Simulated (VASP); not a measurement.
Wanted: the native input for a VASP 6.6.1 run.

* Task: single point
* Functional: r2SCAN
* Potentials or basis: VASP PAW PBE potentials, release 64 (Ti_sv, O, Bi_d)
* Cutoff: 520 eV
* k mesh: 7 × 8 × 3
* Occupations: fermi-dirac, width 0.1 eV
* Spin: no spin polarisation
* Dipole correction: no
* Further INCAR settings: ALGO = Normal; EDIFF = 1e-06; NBANDS = 42

The system is TiBiO.

```
Ti O Bi
1.0
     3.83247    0.00000    0.00000
     0.00000    3.52887    0.00000
     0.00000    0.00000    8.63141
Ti O Bi
2 2 2
Direct
  0.25000 0.75000 0.09028
  0.75000 0.25000 0.90972
  0.25000 0.25000 0.96997
  0.75000 0.75000 0.03003
  0.25000 0.25000 0.36288
  0.75000 0.75000 0.63712
```

One way to write it, as run:

POSCAR

```
TiBiO
1.0
    3.8324710000      0.0000000000      0.0000000000
    0.0000000000      3.5288690000      0.0000000000
    0.0000000000      0.0000000000      8.6314090000
Ti O Bi
2 2 2
Direct
    0.2500000000      0.7500000000      0.0902797816
    0.7500000000      0.2500000000      0.9097202184
    0.2500000000      0.2500000000      0.9699678979
    0.7500000000      0.7500000000      0.0300321021
    0.2500000000      0.2500000000      0.3628806498
    0.7500000000      0.7500000000      0.6371193502
```

INCAR.step1

```
SYSTEM = TiBiO
ALGO = Normal
EDIFF = 1E-4
ENCUT = 520
GGA = PE
ISMEAR = -1
LASPH = .TRUE.
LCHARG = .FALSE.
LREAL = .FALSE.
LWAVE = .TRUE.
NBANDS = 42
NELM = 100
PREC = Accurate
SIGMA = 0.1
```

INCAR.step2

```
SYSTEM = TiBiO
ALGO = Normal
EDIFF = 1E-6
ENCUT = 520
ISIF = 2
ISMEAR = -1
ISTART = 1
LASPH = .TRUE.
LCHARG = .TRUE.
LELF = .TRUE.
LMIXTAU = .TRUE.
LREAL = .FALSE.
LVHAR = .TRUE.
LWAVE = .FALSE.
METAGGA = R2SCAN
NBANDS = 42
NELM = 100
PREC = Accurate
SIGMA = 0.1
```

KPOINTS

```
k-points
0
G
  7 8 3
  0 0 0
```

Potentials or basis: VASP PAW PBE potentials, release 64 (Ti_sv, O, Bi_d).

Launch:

```sh
$ cat potpaw_PBE.64/Ti_sv/POTCAR potpaw_PBE.64/O/POTCAR potpaw_PBE.64/Bi_d/POTCAR > POTCAR
$ cp INCAR.step1 INCAR
$ mpirun -np 1 vasp_std > vasp.out
$ cp INCAR.step2 INCAR
$ mpirun -np 1 vasp_std > vasp.out
```

Results of the run:

| Quantity | Value |
| --- | --- |
| Pressure | 0.9 GPa |
| Largest force | 0.107 eV/Å |
| Band gap on the k mesh | zero (bands 33 and 34 overlap by 2.00 eV) |

Caveat: the PAW data sets were made with another functional, which shifts forces and pressure a little; spin-orbit coupling is left out, which moves the levels of the heavy elements.

Run time: 9.3 min on 1 thread of Intel(R) Xeon(R) Platinum 8375C CPU @ 2.90GHz (Ice Lake), on a shared host, peak memory 0.34 GiB.
